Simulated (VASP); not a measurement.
# Hf (P6_3/mmc) in VASP: further runs, part 3 of 3

VASP 6.6.1.

### Step 5. Vibrations by perturbation theory, LDA

This run uses another cell than the first one, of 18.23 Å³/atom.

File INCAR:

```
PREC = Accurate
ENCUT = 520
EDIFF = 1E-8
ISMEAR = 0
SIGMA = 0.1
LREAL = F
LASPH = T
NELM = 100
ALGO = Normal
ISIF = 2
LWAVE = F
LCHARG = F
IBRION = 8
NSW = 1
```

File KPOINTS:

```
regular mesh
0
Gamma
  16 16 10
```

File POSCAR:

```
Hf
1.0
    2.9716433508      0.0000000000      0.0000000000
   -1.4858216754      2.5735186328      0.0000000000
    0.0000000000      0.0000000000      4.7674253911
Hf
2
Direct
    0.3333333333      0.6666666667      0.2500000000
    0.6666666667      0.3333333333      0.7500000000
```

Potentials or basis: VASP PAW LDA potentials, release 64 (Hf_pv).

Launch:

```console
$ cat potpaw_LDA.64/Hf_pv/POTCAR > POTCAR
$ mpirun -np 1 vasp_std > vasp.out
```

OUTCAR:

```text
PREC = Accurate
   ENCUT = 520
   EDIFF = 1E-8
   ISMEAR = 0
   LREAL = F
   LASPH = T
   NELM = 100
   ISIF = 2
   IBRION = 8
   NSW = 1

 ion  position               nearest neighbor table
   1  0.333  0.667  0.250-   2 2.94   2 2.94   2 2.94   2 2.94   2 2.94   2 2.94
   2  0.667  0.333  0.750-   1 2.94   1 2.94   1 2.94   1 2.94   1 2.94   1 2.94

  LATTYP: Found a hexagonal cell.
 ALAT       =     2.9716433508
 C/A-ratio  =     1.6043060449

  Lattice vectors:

 A1 = (   2.9716433508,   0.0000000000,   0.0000000000)
 A2 = (  -1.4858216754,   2.5735186328,   0.0000000000)
 A3 = (   0.0000000000,   0.0000000000,   4.7674253911)

Analysis of symmetry for initial positions (statically):
=====================================================================
 Subroutine PRICEL returns:
 Original cell was already a primitive cell.

 Routine SETGRP: Setting up the symmetry group for a
[... 650 lines left out ...]
  x     0.00000     0.00000     0.00000     2.57041     0.00000     0.00000
  y     2.57041    -2.57041     0.00000     0.00000     0.00000     0.00000
  z    -0.00000     0.00000     0.00000    -0.00000     0.00000     0.00000

 SECOND DERIVATIVES (NOT SYMMETRIZED)
 ------------------------------------
               1X          1Y          1Z          2X          2Y          2Z
  1X    -1.146767    0.000000    0.000000    1.146767    0.000000    0.000000
  1Y     0.000000   -1.146767    0.000000    0.000000    1.146767    0.000000
  1Z     0.000000    0.000000   -9.024097   -0.000000    0.000000    9.024097
  2X     1.146767    0.000000    0.000000   -1.146767    0.000000    0.000000
  2Y     0.000000    1.146767    0.000000    0.000000   -1.146767    0.000000
  2Z    -0.000000    0.000000    9.024097    0.000000    0.000000   -9.024097

 Eigenvectors and eigenvalues of the dynamical matrix
 ----------------------------------------------------

   1 f  =    4.971193 THz    31.234929 2PiTHz  165.821161 cm-1    20.559194 meV
             X         Y         Z           dx          dy          dz
     -0.000000  1.715679  1.191856    -0.000000    0.000000    0.707107
      1.485822  0.857840  3.575569     0.000000   -0.000000   -0.707107
[... 11 lines left out ...]
   4 f  =    0.000000 THz     0.000000 2PiTHz    0.000001 cm-1     0.000000 meV
             X         Y         Z           dx          dy          dz
     -0.000000  1.715679  1.191856     0.000000   -0.601197    0.372239
      1.485822  0.857840  3.575569     0.000000   -0.601197    0.372239

   5 f/i=    0.000000 THz     0.000000 2PiTHz    0.000000 cm-1     0.000000 meV
             X         Y         Z           dx          dy          dz
     -0.000000  1.715679  1.191856     0.707107   -0.000000   -0.000000
      1.485822  0.857840  3.575569     0.707107   -0.000000   -0.000000

   6 f/i=    0.000000 THz     0.000000 2PiTHz    0.000001 cm-1     0.000000 meV
             X         Y         Z           dx          dy          dz
     -0.000000  1.715679  1.191856     0.000000    0.372239    0.601197
      1.485822  0.857840  3.575569     0.000000    0.372239    0.601197

--------------------------------------------------------------------------------------------------------

 ELASTIC MODULI CONTR FROM IONIC RELAXATION (kBar)
 Direction    XX          YY          ZZ          XY          YZ          ZX
 --------------------------------------------------------------------------------
 XX        -253.1817    253.1817     -0.0000      0.0000     -0.0000      0.0000
 YY         253.1817   -253.1817      0.0000     -0.0000      0.0000      0.0000
 ZZ          -0.0000      0.0000     -0.0000      0.0000     -0.0000      0.0000
 XY           0.0000     -0.0000      0.0000   -253.1817      0.0000      0.0000
 YZ          -0.0000      0.0000     -0.0000      0.0000     -0.0000      0.0000
 ZX           0.0000      0.0000      0.0000      0.0000      0.0000      0.0000
 --------------------------------------------------------------------------------
```

OSZICAR:

```text
N       E                     dE             d eps       ncg     rms          rms(c)
DAV:   1     0.482412517438E+02    0.48241E+02   -0.11966E+04  5064   0.140E+03
DAV:   2    -0.199351702508E+02   -0.68176E+02   -0.66953E+02  6408   0.277E+02
DAV:   3    -0.216595606621E+02   -0.17244E+01   -0.16916E+01  6702   0.299E+01
DAV:   4    -0.216718586935E+02   -0.12298E-01   -0.12268E-01  5844   0.299E+00
[... 54 lines left out ...]
RMM:  13    -0.247723024530E+00   -0.88211E-07    0.15065E-06 15773   0.106E-04    0.150E-05
RMM:  14    -0.247722983656E+00    0.40874E-07    0.10067E-06 15831   0.737E-05    0.568E-06
RMM:  15    -0.247722991485E+00   -0.78282E-08    0.35015E-07 14383   0.606E-05    0.199E-06
RMM:  16    -0.247722961763E+00    0.29722E-07    0.26963E-07 13390   0.543E-05    0.128E-06
RMM:  17    -0.247722963477E+00   -0.17138E-08    0.64772E-08 11402   0.507E-05    0.101E-06
 Linear response finished
```

Run time: 28 min. Hardware: 1 thread of Oxide Virtual Turin-like, shared host; peak memory 0.77 GiB.

What came out:

```
Highest phonon frequency at Γ : 166 cm⁻¹
```

Phonon frequencies in cm⁻¹ (negative: imaginary):
| q point | frequencies |
| --- | --- |
| (0.000, 0.000, 0.000) | 0 0 0 59 59 166 |

Caveat: the cell stands under pressure or tension, which shifts response properties; spin-orbit coupling is left out, which moves the levels of the heavy elements.

### Step 6. Vibrations by perturbation theory, LDA

This run uses another cell than the first one, of 19.35 Å³/atom.

File INCAR:

```
PREC = Accurate
ENCUT = 520
EDIFF = 1E-8
ISMEAR = 0
SIGMA = 0.1
LREAL = F
LASPH = T
NELM = 60
ALGO = Normal
ISIF = 2
LWAVE = F
LCHARG = T
GGA = CA
IBRION = 8
NSW = 1
```

KPOINTS is that of step 5.

File POSCAR:

```
Hf
1.0
    3.0372208165      0.0000000000      0.0000000000
   -1.5186104083      2.6303103840      0.0000000000
    0.0000000000      0.0000000000      4.8433521047
Hf
2
Direct
    0.3333333333      0.6666666667      0.2500000000
    0.6666666667      0.3333333333      0.7500000000
```

Potentials or basis: VASP PAW LDA potentials, release 64 (Hf_pv).

Launch:

```console
$ cat potpaw_LDA.64/Hf_pv/POTCAR > POTCAR
$ mpirun -np 1 vasp_std > vasp.out
```

OUTCAR:

```text
PREC = Accurate
   ENCUT = 520
   EDIFF = 1E-8
   ISMEAR = 0
   LREAL = F
   LASPH = T
   NELM = 60
   ISIF = 2
   GGA = CA
   IBRION = 8
   NSW = 1

 ion  position               nearest neighbor table
   1  0.333  0.667  0.250-   2 2.99   2 2.99   2 2.99   2 2.99   2 2.99   2 2.99
   2  0.667  0.333  0.750-   1 2.99   1 2.99   1 2.99   1 2.99   1 2.99   1 2.99

  LATTYP: Found a hexagonal cell.
 ALAT       =     3.0372208165
 C/A-ratio  =     1.5946657808

  Lattice vectors:

 A1 = (   3.0372208165,   0.0000000000,   0.0000000000)
[... 675 lines left out ...]

   1 f  =    4.257262 THz    26.749168 2PiTHz  142.006983 cm-1    17.606614 meV
             X         Y         Z           dx          dy          dz
     -0.000000  1.753540  1.210838    -0.000000    0.000000   -0.707107
      1.518610  0.876770  3.632514     0.000000    0.000000    0.707107
[... 11 lines left out ...]
   4 f  =    0.000000 THz     0.000000 2PiTHz    0.000000 cm-1     0.000000 meV
             X         Y         Z           dx          dy          dz
     -0.000000  1.753540  1.210838     0.000000    0.000000    0.707107
      1.518610  0.876770  3.632514    -0.000000    0.000000    0.707107

   5 f/i=    0.000000 THz     0.000000 2PiTHz    0.000001 cm-1     0.000000 meV
             X         Y         Z           dx          dy          dz
     -0.000000  1.753540  1.210838    -0.707107    0.000013   -0.000000
      1.518610  0.876770  3.632514    -0.707107    0.000013    0.000000

   6 f/i=    0.000000 THz     0.000000 2PiTHz    0.000001 cm-1     0.000000 meV
             X         Y         Z           dx          dy          dz
     -0.000000  1.753540  1.210838    -0.000013   -0.707107   -0.000000
      1.518610  0.876770  3.632514    -0.000013   -0.707107    0.000000

--------------------------------------------------------------------------------------------------------

 ELASTIC MODULI CONTR FROM IONIC RELAXATION (kBar)
 Direction    XX          YY          ZZ          XY          YZ          ZX
 --------------------------------------------------------------------------------
 XX        -173.5783    173.5783      0.0000      0.0000      0.0000      0.0000
 YY         173.5783   -173.5783     -0.0000      0.0000     -0.0000     -0.0000
 ZZ           0.0000     -0.0000     -0.0000     -0.0000      0.0000      0.0000
 XY           0.0000      0.0000     -0.0000   -173.5783      0.0000      0.0000
 YZ           0.0000     -0.0000      0.0000      0.0000     -0.0000     -0.0000
 ZX           0.0000     -0.0000      0.0000      0.0000     -0.0000     -0.0000
 --------------------------------------------------------------------------------
```

Wall time 30 min (1 thread of Oxide Virtual Turin-like, shared host); peak memory 0.82 GiB.

What came out:

- Highest phonon frequency at Γ: 142 cm⁻¹

Phonon frequencies in cm⁻¹ (negative: imaginary):
```
              q point      frequencies
(0.000, 0.000, 0.000)  0 0 0 68 68 142
```

Caveat: the cell stands under pressure or tension, which shifts response properties; spin-orbit coupling is left out, which moves the levels of the heavy elements.
